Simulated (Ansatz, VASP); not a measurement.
**One calculation of Ti, two programs**

Contents of INCAR:

```
  PREC = Accurate
  ENCUT = 600
  EDIFF = 1E-7
  ISMEAR = -1
  SIGMA = 0.15
  LREAL = False
  LASPH = True
  NELM = 60
  ALGO = Fast
  ISIF = 3
  LWAVE = False
  LCHARG = False
  GGA = CA
  IBRION = 2
  NSW = 80
  EDIFFG = -0.001
```

Contents of KPOINTS:

```
regular mesh
0
Gamma
  15 15 8
```

POSCAR

```
Ti
1.0
    2.8657446774      0.0000000000      0.0000000000
   -1.4328723387      2.4818076914      0.0000000000
    0.0000000000      0.0000000000      4.5277280831
Ti
2
Direct
    0.3333333333      0.6666666667      0.2500000000
    0.6666666667      0.3333333333      0.7500000000
```

Input for Ansatz:

```yaml
crystal:
  lattice:
    - [2.8657446774, 0.0, 0.0]
    - [-1.4328723387, 2.4818076914, 0.0]
    - [0.0, 0.0, 4.5277280831]
  atoms:
    - { symbol: Ti, position: [0.3333333333, 0.6666666667, 0.25] }
    - { symbol: Ti, position: [0.6666666667, 0.3333333333, 0.75] }
basis:
  ecutwfc: 420
kpoints:
  mp_grid: { grid: [15, 15, 8] }
hamiltonian:
  xc: lda
  pseudopotentials: { kind: paw, azcp: { folder: soft_1 } }
scf:
  occupations: { method: fermi_dirac, width: 0.15 }
output:
  forces: true
  stress: true
  eigenvalues: true
relax:
  adjacent_minimum: "off"
  f_tol: 0.001
  max_steps: 60
  cell: { stress_tol: 0.01 }
```

Alike in both runs: task relaxation of cell and atoms; functional LDA; k mesh 15 × 15 × 8; occupations fermi-dirac, width 0.15 eV; no spin polarisation.

|  | VASP | Ansatz |
| --- | --- | --- |
| version | VASP 6.6.1 | Ansatz 0.2.0 |
| potentials or method | VASP PAW LDA potentials, release 64 (Ti_sv), cutoff 600 eV | scalar-relativistic, plane waves, PAW |
| valence electrons in the cell | 24 | 24 |

|  | VASP | Ansatz | Ansatz less VASP |
| --- | --- | --- | --- |
| gap on the k mesh at the Fermi level, each at its own relaxed structure (eV) | none | none | - |
| relaxed volume (Å³/atom) | 16.13 | 16.15 | +0.023 |
| relaxed cell length with the largest relative difference (Å) | 2.863 | 2.865 | +0.0017 |

Ansatz warns that its potentials were made for another functional, while VASP's fit it. LDA's correlation is that of Perdew and Zunger in VASP and of Perdew and Wang (1992) in Ansatz. A gap of «none» marks a metal or a gap that the smearing closes.
